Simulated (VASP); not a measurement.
# Ge (Fd-3m) in VASP: a series of runs, part 2 of 2

VASP 6.6.1. The steps go on from the part before.

## Step 3: Single point, LDA

The input, INCAR:

```
PREC = Accurate
ENCUT = 520
EDIFF = 1E-7
ISMEAR = 0
SIGMA = 0.6
LREAL = F
LASPH = T
NELM = 80
ALGO = Normal
ISIF = 2
LWAVE = F
LCHARG = F
NBANDS = 21
```

The input, KPOINTS:

```
Automatic mesh
0
Gamma
  10 10 10
```

The input, POSCAR:

```
Ge
1.0
    0.0000000000      2.8147752533      2.8147752533
    2.8147752533      0.0000000000      2.8147752533
    2.8147752533      2.8147752533      0.0000000000
Ge
2
Direct
    0.5000000000      0.5000000000      0.5000000000
    0.7500000000      0.7500000000      0.7500000000
```

Potentials or basis: VASP PAW LDA potentials, release 64 (Ge_d).

Launch:

```bash
cat potpaw_LDA.64/Ge_d/POTCAR > POTCAR
mpirun -np 1 vasp_std > vasp.out
```

OUTCAR:

```text
PREC = Accurate
   ENCUT = 520
   EDIFF = 1E-7
   ISMEAR = 0
   LREAL = F
   LASPH = T
   NELM = 80
   ISIF = 2

 ion  position               nearest neighbor table
   1  0.500  0.500  0.500-   2 2.44   2 2.44   2 2.44   2 2.44
   2  0.750  0.750  0.750-   1 2.44   1 2.44   1 2.44   1 2.44

  LATTYP: Found a face centered cubic cell.
 ALAT       =     5.6295505066

  Lattice vectors:

 A1 = (   0.0000000000,   2.8147752533,   2.8147752533)
 A2 = (   2.8147752533,   0.0000000000,   2.8147752533)
 A3 = (   2.8147752533,   2.8147752533,   0.0000000000)

Analysis of symmetry for initial positions (statically):
=====================================================================
 Subroutine PRICEL returns:
 Original cell was already a primitive cell.

 Routine SETGRP: Setting up the symmetry group for a
 face centered cubic supercell.

 Subroutine GETGRP returns: Found 48 space group operations
 (whereof 24 operations were pure point group operations)
 out of a pool of 48 trial point group operations.

[... 159 lines left out ...]
  ext. energy  EPLUGINS =         0.00000000
  ---------------------------------------------------
  free energy    TOTEN  =       -10.39959186 eV

  energy without entropy =      -10.37032956  energy(sigma->0) =      -10.38496071

 E-fermi :   4.9097     XC(G=0): -10.3619

 val. band max:        4.8644956216   @ k =   0.0000   0.0000   0.0000
 cond. band min:       4.9789017872   @ k =   0.5000   0.0000   0.0000
 fundamental gap:      0.1144061656
 Fermi energy:         4.9097367585

 k-point     1 :       0.0000    0.0000    0.0000
  band No.  band energies     occupation
      1     -20.0974      2.00000
      2     -20.0974      2.00000
      3     -20.0974      2.00000
      4     -20.0593      2.00000
      5     -20.0593      2.00000
      6     -19.8405      2.00000
[... 565 lines left out ...]
     20      16.4666      0.00000
     21      16.7391      0.00000

 [... further k-points ...]

------------------------ aborting loop because EDIFF is reached ----------------------------------------

  FORCE on cell =-STRESS in cart. coord.  units (eV):
  Direction    XX          YY          ZZ          XY          YZ          ZX
  --------------------------------------------------------------------------------------
  -------------------------------------------------------------------------------------
  Total        0.0171397      0.0171397      0.0171397      0.0000000      0.0000000     -0.0000000
  in kB        0.6156756      0.6156756      0.6156756      0.0000000      0.0000000     -0.0000000
  external PRESSURE =       0.6156756 kB  Pullay stress =       0.0000000 kB

 VOLUME and BASIS-vectors are now :
 -----------------------------------------------------------------------------
  energy-cutoff  :      520.00
  volume of cell :       44.60
      direct lattice vectors                 reciprocal lattice vectors
     0.000000000  2.814775253  2.814775253    -0.177634076  0.177634076  0.177634076
     2.814775253  0.000000000  2.814775253     0.177634076 -0.177634076  0.177634076
     2.814775253  2.814775253  0.000000000     0.177634076  0.177634076 -0.177634076

 POSITION                                       TOTAL-FORCE (eV/Angst)
 -----------------------------------------------------------------------------------
      2.81478      2.81478      2.81478         0.000000      0.000000      0.000000
      4.22216      4.22216      4.22216        -0.000000     -0.000000     -0.000000
 -----------------------------------------------------------------------------------
    total drift:                                0.000000     -0.000000     -0.000000

  FREE ENERGIE OF THE ION-ELECTRON SYSTEM (eV)
  ---------------------------------------------------
  free  energy   TOTEN  =       -10.3995918589 eV

  energy  without entropy=      -10.3703295551  energy(sigma->0) =      -10.38496071
```

OSZICAR:

```text
N       E                     dE             d eps       ncg     rms          rms(c)
DAV:   1     0.193926987460E+03    0.19393E+03   -0.14587E+04  2201   0.360E+03
DAV:   2     0.178894527841E+02   -0.17604E+03   -0.17019E+03  1979   0.634E+02
DAV:   3    -0.963037294910E+01   -0.27520E+02   -0.27334E+02  2229   0.144E+02
DAV:   4    -0.105623969799E+02   -0.93202E+00   -0.93145E+00  2239   0.312E+01
DAV:   5    -0.105772873659E+02   -0.14890E-01   -0.14890E-01  2209   0.432E+00    0.334E+00
DAV:   6    -0.104582307174E+02    0.11906E+00   -0.37169E-02  2239   0.160E+00    0.191E+00
DAV:   7    -0.103989028450E+02    0.59328E-01   -0.72925E-02  2100   0.198E+00    0.138E-01
DAV:   8    -0.103995559882E+02   -0.65314E-03   -0.54910E-03  2254   0.806E-01    0.474E-02
DAV:   9    -0.103995953167E+02   -0.39328E-04   -0.81134E-05  2255   0.863E-02    0.130E-02
DAV:  10    -0.103995919037E+02    0.34130E-05   -0.81128E-06  2679   0.409E-02    0.436E-03
DAV:  11    -0.103995918589E+02    0.44831E-07   -0.94922E-07  2064   0.877E-03
   1 F= -.10399592E+02 E0= -.10384961E+02  d E =-.292623E-01
```

stdout:

```text
POSCAR found type information on POSCAR Ge
 POSCAR found :  1 types and       2 ions
 scaLAPACK will be used
 LDA part: xc-table for (Slater(with rela. corr.)+CA(PZ))
 , standard interpolation
 POSCAR, INCAR and KPOINTS ok, starting setup
 FFT: planning ... GRIDC
 FFT: planning ... GRID_SOFT
 FFT: planning ... GRID
 WAVECAR not read
 entering main loop
```

Wall time 20 s (1 thread of Intel Xeon 6975P-C (Granite Rapids), shared host); peak memory 0.16 GiB.

What came out:

```yaml
Free_energy: -10.3996 eV
Pressure: 0.1 GPa
Band_gap_on_the_k_mesh: zero (filled and empty bands touch)
```

Levels at points of the mesh, in eV from the Fermi level:
```tsv
k point	band 10	band 11	band 12	band 13	band 14	band 15	band 16	band 17	band 18	band 19
(0.00, 0.00, 0.00)	-24.74	-12.96	-0.05	-0.05	-0.05	-0.05	2.49	2.49	2.49	6.20
(0.50, 0.00, 0.00)	-24.71	-10.84	-7.75	-1.47	-1.47	0.07	3.69	3.69	6.94	10.45
(0.50, 0.50, 0.00)	-24.69	-9.03	-9.03	-3.17	-3.17	0.61	0.61	9.49	9.49	11.54
```

Caveat: so wide a smearing shifts energies and pressures; semilocal functionals underestimate gaps, and a narrow one can read as zero.

## Step 4: Single point, LDA

The input, INCAR:

```
SYSTEM = Ge
PREC = Accurate
ENCUT = 520
EDIFF = 1E-7
ISMEAR = 0
SIGMA = 1.0
LREAL = .False.
LASPH = .True.
NELM = 60
ALGO = Normal
ISIF = 2
LWAVE = .False.
LCHARG = .True.
LELF = .True.
LVHAR = .True.
NBANDS = 21
```

The input, KPOINTS:

```
regular mesh
0
Gamma
  10 10 10
  0 0 0
```

POSCAR is that of step 3.

Launch:

```bash
cat potpaw_LDA.64/Ge_d/POTCAR > POTCAR
mpirun -np 1 vasp_std > vasp.out
```

It took 21 s on 1 thread of Intel Xeon 6975P-C (Granite Rapids), shared host; peak memory 0.16 GiB.

The run converged. Its results:

* Free energy: -10.4374 eV
* Pressure: 0.4 GPa
* Band gap on the k mesh: zero (filled and empty bands touch)

Levels at points of the mesh, in eV from the Fermi level:
```
           k point  band 11  band 12  band 13  band 14  band 15  band 16  band 17  band 18
(0.00, 0.00, 0.00)   -12.92    -0.01     0.00     0.00     0.00     2.54     2.54     2.54
(0.50, 0.00, 0.00)   -10.80    -7.70    -1.43    -1.43     0.12     3.74     3.74     6.99
(0.50, 0.50, 0.00)    -8.98    -8.98    -3.13    -3.13     0.66     0.66     9.54     9.54
```

Caveat: so wide a smearing shifts energies and pressures; semilocal functionals underestimate gaps, and a narrow one can read as zero.

## Step 5: Single point, LDA

The input, INCAR:

```
PREC = Accurate
ENCUT = 520
EDIFF = 1E-6
ISMEAR = 1
SIGMA = 0.01
LREAL = False
LASPH = True
NELM = 60
ALGO = Normal
ISIF = 2
LWAVE = False
LCHARG = False
GGA = CA
NBANDS = 21
```

The input, KPOINTS:

```
Automatic mesh
0
Gamma
  10 10 10
```

POSCAR is that of step 4.

Launch:

```bash
cat potpaw_LDA.64/Ge_d/POTCAR > POTCAR
mpirun -np 1 vasp_std > vasp.out
```

Wall time 20 s (1 thread of Intel Xeon 6975P-C (Granite Rapids), shared host); peak memory 0.16 GiB.

The run converged. Its results:

| Quantity | Value |
| --- | --- |
| Free energy | -10.3885 eV |
| Pressure | -0.1 GPa |
| Band gap on the k mesh | zero (filled and empty bands touch) |

Levels at points of the mesh, in eV from the Fermi level:
| k point | band 12 | band 13 | band 14 | band 15 | band 16 | band 17 |
| --- | --- | --- | --- | --- | --- | --- |
| (0.00, 0.00, 0.00) | -0.01 | 0.00 | 0.00 | 0.00 | 2.53 | 2.53 |
| (0.50, 0.00, 0.00) | -7.71 | -1.43 | -1.43 | 0.11 | 3.73 | 3.73 |
| (0.50, 0.50, 0.00) | -8.98 | -3.13 | -3.13 | 0.65 | 0.65 | 9.53 |

Caveat: semilocal functionals underestimate gaps, and a narrow one can read as zero.

## Step 6: Single point, LDA

The input, INCAR:

```
SYSTEM = Ge
PREC     = Accurate       ! precision mode
ENCUT    = 520            ! plane-wave cutoff, eV
EDIFF    = 1E-6           ! SCF threshold, eV
ISMEAR   = 1              ! smearing method
SIGMA    = 0.03           ! smearing width, eV
LREAL    = .False.        ! projectors in reciprocal space
LASPH    = .True.         ! aspherical terms in the spheres
NELM     = 100            ! most SCF steps
ALGO     = Normal         ! electronic algorithm
ISIF     = 2              ! what is computed and relaxed
LWAVE    = .False.        ! write WAVECAR
LCHARG   = .False.        ! write CHGCAR
NBANDS   = 21             ! bands
```

The input, KPOINTS:

```
regular mesh
0
Gamma
  10 10 10
  0 0 0
```

POSCAR is that of step 5.

Potentials or basis: VASP PAW LDA potentials, release 64 (Ge_d).

Launch:

```bash
cat potpaw_LDA.64/Ge_d/POTCAR > POTCAR
mpirun -np 1 vasp_std > vasp.out
```

It took 21 s on 1 thread of Intel Xeon 6975P-C (Granite Rapids), shared host; peak memory 0.16 GiB.

It converged, with:

```
Free energy            : -10.3885 eV
Pressure               : -0.1 GPa
Band gap on the k mesh : zero (filled and empty bands touch)
```

Levels at points of the mesh, in eV from the Fermi level:
```
           k point  band 11  band 12  band 13  band 14  band 15  band 16  band 17  band 18
(0.00, 0.00, 0.00)   -12.93    -0.01    -0.01    -0.01    -0.01     2.53     2.53     2.53
(0.50, 0.00, 0.00)   -10.80    -7.71    -1.44    -1.44     0.10     3.72     3.72     6.97
(0.50, 0.50, 0.00)    -8.99    -8.99    -3.14    -3.14     0.64     0.64     9.53     9.53
```

Caveat: semilocal functionals underestimate gaps, and a narrow one can read as zero.

## Step 7: Overview

```csv
smearing,gap on the mesh (eV),pressure (GPa)
gaussian 0.3 eV,none,0.0
gaussian 0.6 eV,none,0.1
gaussian 1 eV,none,0.4
methfessel-paxton 0.01 eV,none,-0.1
methfessel-paxton 0.03 eV,none,-0.1
```

Alike in all rows: task single point; level LDA; potentials or basis VASP PAW LDA potentials, release 64 (Ge_d); no spin polarisation; cell as given; k mesh 10 × 10 × 10; cutoff (eV) 520.

Caveats: semilocal functionals underestimate gaps, and a narrow one can read as zero; so wide a smearing shifts energies and pressures (at least some runs).

Absolute energies hang on the potentials; compare differences alone.

The gap in the log of VASP goes by the Fermi energy; the results here count the filled bands.